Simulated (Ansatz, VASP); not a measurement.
One calculation of C, two programs

```
C
1.0
     2.48304    0.00000    0.00000
    -1.24152    2.15037    0.00000
     0.00000    0.00000    4.13588
C
4
Direct
  0.33333 0.66667 0.99983
  0.66667 0.33333 0.49983
  0.33333 0.66667 0.37417
  0.66667 0.33333 0.87417
```

Alike in both runs: functional LDA; k mesh 9 × 9 × 6; occupations gaussian, width 0.02 eV; no spin polarisation.

Ansatz relaxed the structure, and its values are those at the end. VASP's run is a single point on that final structure, the one shown.

|  | VASP | Ansatz |
| --- | --- | --- |
| version | VASP 6.6.1 | Ansatz 0.2.0 |
| potentials or method | VASP PAW LDA potentials, release 64 (C_h), cutoff 1300 eV | scalar-relativistic, plane waves, PAW |
| valence electrons in the cell | 16 | 16 |

Ansatz gave:

- gap on the k mesh at the Fermi level (eV): 3.03
- least direct gap on the mesh (eV): 4.97
- pressure (GPa): 0.0

Task: Which values does VASP return?

Result: gap on the k mesh at the Fermi level (eV): 3.01; least direct gap on the mesh (eV): 4.97; pressure (GPa): 1.0.

Ansatz warns that its potentials were made for another functional, while VASP's fit it. LDA's correlation is that of Perdew and Zunger in VASP and of Perdew and Wang (1992) in Ansatz.
